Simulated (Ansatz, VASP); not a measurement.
# One calculation of LiNbO3, two programs

```
CELL_PARAMETERS angstrom
2.48548 1.43499 4.84817
-2.48548 1.43499 4.84817
0.00000 -2.86998 4.84817
ATOMIC_POSITIONS crystal
Li 0.28159 0.28159 0.28159
Li 0.78159 0.78159 0.78159
Nb 0.00049 0.00049 0.00049
Nb 0.50049 0.50049 0.50049
O 0.11046 0.35803 0.72110
O 0.72110 0.11046 0.35803
O 0.35803 0.72110 0.11046
O 0.22110 0.85803 0.61046
O 0.85803 0.61046 0.22110
O 0.61046 0.22110 0.85803
```

Alike in both runs: task single point; functional PBE; k mesh 6 × 6 × 6; occupations gaussian, width 0.05 eV; no spin polarisation.

```csv
,VASP,Ansatz
version,VASP 6.6.1,Ansatz 0.2.0
potentials or method,"VASP PAW PBE potentials, release 64 (Li_sv, Nb_sv, O), cutoff 520 eV","scalar-relativistic, plane waves, PAW"
valence electrons in the cell,68,68
```

VASP gave:

| Quantity | Value |
| --- | --- |
| gap on the k mesh at the Fermi level (eV) | 3.72 |
| least direct gap on the mesh (eV) | 3.73 |
| rms of the force components (eV/Å) | 0.499 |

Which values does Ansatz return?

gap on the k mesh at the Fermi level (eV): 3.74; least direct gap on the mesh (eV): 3.74; rms of the force components (eV/Å): 0.492.

Atom by atom the forces differ by 0.017 eV/Å (rms over components).

Noted on VASP's run: the cutoff is under 1.25 times that of the potentials, so the pressure is a little rough.
